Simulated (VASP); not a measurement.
# Mn (P6_3/mmc) in VASP: single point with PBEsol

Aim: the single point of Mn with PBEsol.

Everything below comes from runs of VASP 6.6.1. Logs are shortened: lines on timing, memory, paths and dates and some standing lists are left out, and cuts for length are marked.

## 1. The cell of the first run

Symmetry: P6_3/mmc, No. 194, hexagonal system. The conventional cell has a = 2.474 Å, b = 2.474 Å, c = 8.213 Å, α = 90.00°, β = 90.00°, γ = 120.00°. Within 2.6 Å of Mn (site symmetry 3m) lie 7 Mn at 1.93 to 2.47 Å.

## 2. Single point, PBEsol

Contents of INCAR:

```
SYSTEM = Mn
PREC = Accurate ; ENCUT = 520
EDIFF = 1E-6 ; ISMEAR = 0
SIGMA = 0.1 ; LREAL = .FALSE.
LASPH = .TRUE. ; NELM = 100
ALGO = Normal ; ISIF = 2
LWAVE = .FALSE. ; LCHARG = .TRUE.
GGA = PS ; LELF = .TRUE.
LVHAR = .TRUE. ; NBANDS = 34
```

Contents of KPOINTS:

```
Automatic mesh
0
G
  18 18 6
  0 0 0
```

Contents of POSCAR:

```
Mn
1.0
    2.4741440545      0.0000000000      0.0000000000
   -1.2370720272      2.1426716039      0.0000000000
    0.0000000000      0.0000000000      8.2125830583
Mn
4
Direct
    0.6666666667      0.3333333333      0.1323706938
    0.3333333333      0.6666666667      0.6323706938
    0.6666666667      0.3333333333      0.3676293062
    0.3333333333      0.6666666667      0.8676293062
```

Potentials or basis: VASP PAW PBE potentials, release 64 (Mn_pv).

The run is started by

```bash
> cat potpaw_PBE.64/Mn_pv/POTCAR > POTCAR
> mpirun -np 1 vasp_std > vasp.out
```

OUTCAR:

```text
SYSTEM = Mn
   PREC = Accurate
   ENCUT = 520
   EDIFF = 1E-6
   ISMEAR = 0
   LREAL = .FALSE.
   LASPH = .TRUE.
   NELM = 100
   ISIF = 2
   GGA = PS

 ion  position               nearest neighbor table
   1  0.667  0.333  0.132-   3 1.93   4 2.60   4 2.60   4 2.60   3 3.14   3 3.14   3 3.14   3 3.14
                             3 3.14   3 3.14
   2  0.333  0.667  0.632-   4 1.93   3 2.60   3 2.60   3 2.60   4 3.14   4 3.14   4 3.14   4 3.14
                             4 3.14   4 3.14
   3  0.667  0.333  0.368-   1 1.93   2 2.60   2 2.60   2 2.60   1 3.14   1 3.14   1 3.14   1 3.14
                             1 3.14   1 3.14
   4  0.333  0.667  0.868-   2 1.93   1 2.60   1 2.60   1 2.60   2 3.14   2 3.14   2 3.14   2 3.14
                             2 3.14   2 3.14

  LATTYP: Found a hexagonal cell.
 ALAT       =     2.4741440545
 C/A-ratio  =     3.3193633343

  Lattice vectors:

 A1 = (   2.4741440545,   0.0000000000,   0.0000000000)
 A2 = (  -1.2370720272,   2.1426716039,   0.0000000000)
 A3 = (   0.0000000000,   0.0000000000,   8.2125830583)

Analysis of symmetry for initial positions (statically):
=====================================================================
 Subroutine PRICEL returns:
 Original cell was already a primitive cell.

 Routine SETGRP: Setting up the symmetry group for a
 hexagonal supercell.

 Subroutine GETGRP returns: Found 24 space group operations
 (whereof 12 operations were pure point group operations)
 out of a pool of 24 trial point group operations.

The static configuration has the point symmetry D_3d.
 The point group associated with its full space group is D_6h.

Analysis of symmetry for dynamics (positions and initial velocities):
=====================================================================
 Subroutine PRICEL returns:
 Original cell was already a primitive cell.

 Routine SETGRP: Setting up the symmetry group for a
 hexagonal supercell.

 Subroutine GETGRP returns: Found 24 space group operations
 (whereof 12 operations were pure point group operations)
 out of a pool of 24 trial point group operations.

The dynamic configuration has the point symmetry D_3d.
 The point group associated with its full space group is D_6h.

 Subroutine INISYM returns: Found 24 space group operations
 (whereof 12 operations are pure point group operations),
 and found     1 'primitive' translations

----------------------------------------------------------------------------------------

                                     Primitive cell

  volume of cell :      43.5372

  direct lattice vectors                    reciprocal lattice vectors
     2.474144054  0.000000000  0.000000000     0.404180184  0.233353538  0.000000000
    -1.237072027  2.142671604  0.000000000     0.000000000  0.466707076  0.000000000
     0.000000000  0.000000000  8.212583058     0.000000000  0.000000000  0.121764370

  length of vectors
     2.474144054  2.474144055  8.212583058     0.466707076  0.466707076  0.121764370

  position of ions in fractional coordinates (direct lattice)
     0.666666667  0.333333333  0.132370694
     0.333333333  0.666666667  0.632370694
     0.666666667  0.333333333  0.367629306
     0.333333333  0.666666667  0.867629306

  ion indices of the primitive-cell ions
   primitive index   ion index
                 1           1
                 2           2
                 3           3
                 4           4

----------------------------------------------------------------------------------------

 KPOINTS: Automatic mesh

Automatic generation of k-mesh.
 Grid dimensions read from file:
 generate k-points for:   18   18    6

 Generating k-lattice:

  Cartesian coordinates                     Fractional coordinates (reciprocal lattice)
     0.022454455  0.012964085  0.000000000     0.055555556  0.000000000  0.000000000
     0.000000000  0.025928171  0.000000000     0.000000000  0.055555556  0.000000000
     0.000000000  0.000000000  0.020294062     0.000000000  0.000000000  0.166666667

  Length of vectors
     0.025928171  0.025928171  0.020294062

  Shift w.r.t. Gamma in fractional coordinates (k-lattice)
     0.000000000  0.000000000  0.000000000

 Subroutine IBZKPT returns following result:
 ===========================================

 Found    148 irreducible k-points:

 Following reciprocal coordinates:
            Coordinates               Weight
  0.000000  0.000000  0.000000      1.000000
  0.055556  0.000000  0.000000      6.000000
  0.111111  0.000000  0.000000      6.000000
  0.166667  0.000000  0.000000      6.000000
  0.222222  0.000000  0.000000      6.000000
  0.277778  0.000000  0.000000      6.000000
[... 16 lines left out ...]
  0.333333  0.111111  0.000000     12.000000
  0.388889  0.111111  0.000000     12.000000
 [... further k-points ...]
   k-points           NKPTS =    148   k-points in BZ     NKDIM =    148   number of bands    NBANDS=     34
   number of dos      NEDOS =    301   number of ions     NIONS =      4
   total plane-waves  NPLWV =  20736
   dimension x,y,z NGX =    18 NGY =   18 NGZ =   64
   dimension x,y,z NGXF=    36 NGYF=   36 NGZF=  128
   ions per type =               4
   NGX,Y,Z   is equivalent  to a cutoff of  12.09, 12.09, 12.96 a.u.
   NGXF,Y,Z  is equivalent  to a cutoff of  24.19, 24.19, 25.91 a.u.
 SYSTEM =  Mn
   PREC   = accura    normal or accurate (medium, high low for compatibility)
   ISTART =      0    job   : 0-new  1-cont  2-samecut
   ICHARG =      2    charge: 1-file 2-atom 10-const
   ISPIN  =      1    spin polarized calculation?
   LNONCOLLINEAR =      F non collinear calculations
   LSORBIT =      F    spin-orbit coupling
   LASPH  =      T    aspherical Exc in radial PAW
   ENCUT  =  520.0 eV  38.22 Ry    6.18 a.u.   4.60  4.60 15.27*2*pi/ulx,y,z
   NELM   =    100;   NELMIN=  2; NELMDL= -5     # of ELM steps
   EDIFF  = 0.1E-05   stopping-criterion for ELM
   LREAL  =      F    real-space projection
   EDIFFG = 0.1E-04   stopping-criterion for IOM
   NSW    =      0    number of steps for IOM
   IBRION =     -1    ionic relax: 0-MD 1-quasi-New 2-CG
   NFREE  =      0    steps in history (QN), initial steepest desc. (CG)
   ISIF   =      2    stress and relaxation
   ISYM   =      2    0-nonsym 1-usesym 2-fastsym
   POTIM  = 0.5000    time-step for ionic-motion
   TEBEG  =    0.0;   TEEND  =   0.0 temperature during run
   PSTRESS=    0.0 pullay stress
   NELECT =      52.0000    total number of electrons
   NUPDOWN=      -1.0000    fix difference up-down
   EMIN   =  10.00;   EMAX   =-10.00  energy-range for DOS
   EFERMI =   0.00;   METHOD = LEGACY
   ISMEAR =     0;   SIGMA  =   0.10  broadening in eV -4-tet -1-fermi 0-gaus
   EFERMI_NEDOS =   21; number of points for ismear=-14 and -15
   IALGO  =     38    algorithm
   IMIX   =      4    mixing-type and parameters
     AMIX     =   0.40;   BMIX     =  1.00
     AMIX_MAG =   1.60;   BMIX_MAG =  1.00
  volume/ion in A,a.u.               =      10.88        73.45
  Fermi-wavevector in a.u.,A,eV,Ry     =   1.736957  3.282373 41.049061  3.017021
  Thomas-Fermi vector in A             =   2.810273
   LORBIT       =      0    0 simple, 1 ext, 2 COOP (PROOUT), +10 PAW based schemes
   GGA     = PS    functional components
   LHFCALC =     F    Hartree Fock is set to
   AEXX    =    0.0000 exact exchange contribution
   IVDW    =     0    specifies the selected vdW correction
   LEPSILON=     F    determine dielectric tensor
   LRPA    =     F    only Hartree local field effects (RPA)
 non-spin polarized calculation
 Gauss-broadening in eV      SIGMA  =   0.10
  energy-cutoff  :      520.00
  volume of cell :       43.54
 maximum number of plane-waves:      1194
   NGX =  9   NGY =  9   NGZ = 31

 number of electron      52.0000010 magnetization

 Free energy of the ion-electron system (eV)
  ---------------------------------------------------
  ext. energy  EPLUGINS =         0.00000000
  ---------------------------------------------------
  free energy    TOTEN  =       -37.30246658 eV

  energy without entropy =      -37.27883925  energy(sigma->0) =      -37.29065291

 E-fermi :  10.2892     XC(G=0): -14.0317

 val. band max:       10.2793189955   @ k =   0.3889   0.1111   0.3333
 cond. band min:      10.2901026234   @ k =   0.4444   0.1111   0.3333
 fundamental gap:      0.0107836279
 Fermi energy:        10.2892155835

 k-point     1 :       0.0000    0.0000    0.0000
  band No.  band energies     occupation
      1     -38.6478      2.00000
      2     -38.4087      2.00000
      3     -37.2963      2.00000
      4     -37.2963      2.00000
      5     -37.2702      2.00000
      6     -37.2702      2.00000
[... 26 lines left out ...]
     33      11.8081      0.00000
     34      11.8081      0.00000

 k-point     2 :       0.0556    0.0000    0.0000
  band No.  band energies     occupation
      1     -38.6429      2.00000
      2     -38.4073      2.00000
      3     -37.3152      2.00000
      4     -37.3011      2.00000
      5     -37.2896      2.00000
      6     -37.2742      2.00000
[... 26 lines left out ...]
     33      11.7607      0.00000
     34      11.7862      0.00000

 k-point     3 :       0.1111    0.0000    0.0000
  band No.  band energies     occupation
      1     -38.6288      2.00000
      2     -38.4033      2.00000
      3     -37.3696      2.00000
      4     -37.3449      2.00000
      5     -37.3149      2.00000
      6     -37.2857      2.00000
[... 26 lines left out ...]
     33      11.7277      0.00000
     34      12.3964      0.00000

 k-point     4 :       0.1667    0.0000    0.0000
  band No.  band energies     occupation
      1     -38.6067      2.00000
      2     -38.3978      2.00000
      3     -37.4529      2.00000
      4     -37.4288      2.00000
      5     -37.3358      2.00000
      6     -37.3035      2.00000
[... 26 lines left out ...]
     33      11.6513      0.00000
     34      12.3974      0.00000

 k-point     5 :       0.2222    0.0000    0.0000
  band No.  band energies     occupation
      1     -38.5788      2.00000
      2     -38.3919      2.00000
      3     -37.5547      2.00000
      4     -37.5300      2.00000
      5     -37.3612      2.00000
      6     -37.3407      2.00000
[... 621 lines left out ...]
 k-point    22 :       0.2778    0.1111    0.0000
  band No.  band energies     occupation
      1     -38.5084      2.00000
      2     -38.3841      2.00000
      3     -37.7582      2.00000
      4     -37.7339      2.00000
      5     -37.5291      2.00000
      6     -37.5043      2.00000
[... 26 lines left out ...]
     33      12.3542      0.00000
     34      12.3989      0.00000

 k-point    23 :       0.3333    0.1111    0.0000
  band No.  band energies     occupation
      1     -38.4821      2.00000
      2     -38.3851      2.00000
      3     -37.8298      2.00000
      4     -37.8001      2.00000
      5     -37.5954      2.00000
      6     -37.5650      2.00000
[... 26 lines left out ...]
     33      12.7719      0.00000
     34      13.1497      0.00000

 k-point    24 :       0.3889    0.1111    0.0000
  band No.  band energies     occupation
      1     -38.4629      2.00000
      2     -38.3880      2.00000
      3     -37.8761      2.00000
      4     -37.8432      2.00000
      5     -37.6385      2.00000
      6     -37.6045      2.00000
[... 26 lines left out ...]
     33      13.0110      0.00000
     34      13.8891      0.00000

 [... further k-points ...]
[... 5 lines left out ...]
  --------------------------------------------------------------------------------------
  -------------------------------------------------------------------------------------
  Total       -0.0558406     -0.0558406      2.0344800     -0.0000000     -0.0000000      0.0000000
  in kB       -2.0549456     -2.0549456     74.8692764     -0.0000000     -0.0000000      0.0000000
  external PRESSURE =      23.5864617 kB  Pullay stress =       0.0000000 kB

 VOLUME and BASIS-vectors are now :
 -----------------------------------------------------------------------------
  energy-cutoff  :      520.00
  volume of cell :       43.54
      direct lattice vectors                 reciprocal lattice vectors
     2.474144054  0.000000000  0.000000000     0.404180184  0.233353538  0.000000000
    -1.237072027  2.142671604  0.000000000     0.000000000  0.466707076  0.000000000
     0.000000000  0.000000000  8.212583058     0.000000000  0.000000000  0.121764370

 POSITION                                       TOTAL-FORCE (eV/Angst)
 -----------------------------------------------------------------------------------
      1.23707      0.71422      1.08711         0.000000      0.000000     -0.572054
     -0.00000      1.42845      5.19340         0.000000     -0.000000     -0.572054
      1.23707      0.71422      3.01919         0.000000      0.000000      0.572054
     -0.00000      1.42845      7.12548        -0.000000     -0.000000      0.572054
 -----------------------------------------------------------------------------------
    total drift:                               -0.000000      0.000000     -0.000000

  FREE ENERGIE OF THE ION-ELECTRON SYSTEM (eV)
  ---------------------------------------------------
  free  energy   TOTEN  =       -37.3024665789 eV

  energy  without entropy=      -37.2788392464  energy(sigma->0) =      -37.29065291
```

It took 2.3 min on 1 thread of Intel Xeon 6975P-C, shared host; peak memory 0.27 GiB.

Results:

| Property | Result |
| --- | --- |
| Free energy | -37.3025 eV |
| Pressure | 2.4 GPa |
| Largest force | 0.572 eV/Å |
| Band gap on the k mesh | zero (band 26 reaches 11.42 eV, above the bottom of band 27 at 9.64 eV) |

Forces on the atoms (eV/Å):
```
Mn   0.000  0.000 -0.572
Mn   0.000  0.000 -0.572
Mn   0.000  0.000  0.572
Mn   0.000  0.000  0.572
```

Stress tensor (GPa, compression positive):
```
-0.21  0.00  0.00
 0.00 -0.21  0.00
 0.00  0.00  7.49
```

Caveat: the PAW data sets were made with another functional, which shifts forces and pressure a little; the run has no spin polarisation, though such a crystal can be magnetic.
